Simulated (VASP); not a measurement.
Write the native input for VASP 6.6.1 that does the following.

```yaml
Task: single point
Functional: PBE
Potentials_or_basis: VASP PAW PBE potentials, release 64 (Nb_sv)
Cutoff: 520 eV
k_mesh: 13 × 13 × 13
Occupations: fermi-dirac, width 0.08 eV
Spin: collinear spin, ferromagnetic start
Starting_moments: "[4.0, 0.5] μB"
Dipole_correction: no
Further_INCAR_settings: ALGO = Normal; EDIFF = 1e-07; NBANDS = 24
```

The structure of Nb lies in POSCAR:

```
Nb
1.0
    0.0000000000      2.4926632566      2.4926632566
    2.4926632566      0.0000000000      2.4926632566
    2.4926632566      2.4926632566      0.0000000000
Nb
2
Direct
   -0.1250000000     -0.1250000000     -0.1250000000
    0.1250000000      0.1250000000      0.1250000000
```

These files were run (other wordings do the same):

INCAR

```
PREC = Accurate
ENCUT = 520
EDIFF = 1E-7
ISMEAR = -1
SIGMA = 0.08
LREAL = F
LASPH = T
NELM = 150
ALGO = Normal
ISIF = 2
LWAVE = F
LCHARG = F
ISPIN = 2
MAGMOM = 4 0.5
LORBIT = 11
LMAXMIX = 4
GGA = PE
NBANDS = 24
```

KPOINTS

```
regular mesh
0
Gamma
  13 13 13
```

Potentials or basis: VASP PAW PBE potentials, release 64 (Nb_sv).

Run with:

```sh
$ cat potpaw_PBE.64/Nb_sv/POTCAR > POTCAR
$ mpirun -np 1 vasp_std > vasp.out
```

Results of the run:

```yaml
Pressure: 99.3 GPa
Band_gap_on_the_k_mesh: zero (filled and empty bands overlap)
Net_moment: 0.00 μB per cell
Valence_electrons_inside_the_program's_atomic_spheres: Nb 11.92
```

Run time: 2.3 min on 1 thread of Intel Xeon 6975P-C (shared host), peak memory 0.23 GiB.
